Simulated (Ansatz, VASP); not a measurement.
Fe: VASP beside Ansatz

INCAR

```
  PREC = Accurate
  ENCUT = 520
  EDIFF = 1E-6
  ISMEAR = 0
  SIGMA = 0.1
  LREAL = F
  LASPH = T
  NELM = 150
  ALGO = Normal
  ISIF = 2
  LWAVE = F
  LCHARG = F
  ISPIN = 2
  MAGMOM = 4
  LORBIT = 11
  LMAXMIX = 4
  GGA = PE
  NBANDS = 14
```

KPOINTS

```
Automatic mesh
0
Gamma
  8 8 8
```

Contents of POSCAR:

```
Fe
1.0
   -1.4755309227      1.4755309227      1.3795553961
    1.4755309227     -1.4755309227      1.3795553961
    1.4755309227      1.4755309227     -1.3795553961
Fe
1
Direct
    0.0000000000      0.0000000000      0.0000000000
```

Input for Ansatz:

```yaml
crystal:
  lattice:
    - [-1.4755309227, 1.4755309227, 1.3795553961]
    - [1.4755309227, -1.4755309227, 1.3795553961]
    - [1.4755309227, 1.4755309227, -1.3795553961]
  atoms:
    - { symbol: Fe, position: [0.0, 0.0, 0.0], spin: 4.0 }
basis:
  ecutwfc: 420
kpoints:
  mp_grid: { grid: [8, 8, 8] }
hamiltonian:
  xc: pbe
scf:
  occupations: { method: gaussian, width: 0.1 }
  lower_state_search: "off"
output:
  forces: true
  stress: true
  eigenvalues: true
  populations: true
magnetization:
  spin_polarized: true
```

Alike in both runs: task single point; functional PBE; k mesh 8 × 8 × 8; occupations gaussian, width 0.1 eV; collinear spin.

|  | VASP | Ansatz |
| --- | --- | --- |
| version | VASP 6.6.1 | Ansatz 0.2.0 |
| potentials or method | VASP PAW PBE potentials, release 64 (Fe), cutoff 520 eV | scalar-relativistic, plane waves, PAW |
| valence electrons in the cell | 8 | 16 |

Ansatz gave:

- gap on the k mesh at the Fermi level (eV): none
- pressure (GPa): -6.0
- traceless stress, the component that is largest in VASP (GPa): 6.05
- net moment per atom (μB): 2.40
- size of the moment on the site where the two differ most (μB): 2.46

Problem. What did VASP give for the same quantities?

Solution. gap on the k mesh at the Fermi level (eV): none; pressure (GPa): -6.1; traceless stress, the component that is largest in VASP (GPa): 5.91; net moment per atom (μB): 2.42; size of the moment on the site where the two differ most (μB): 2.43.

Site moments also hang on the region over which each program counts them. A gap of «none» marks a metal or a gap that the smearing closes. The functional is the same, so the differences come from potentials, cutoffs and numerics. VASP's potentials hold 8 valence electrons a cell and Ansatz's 16, so a difference there can come from the potentials and not from the codes.

The k mesh is coarse, so the values compare programs but aren't converged.
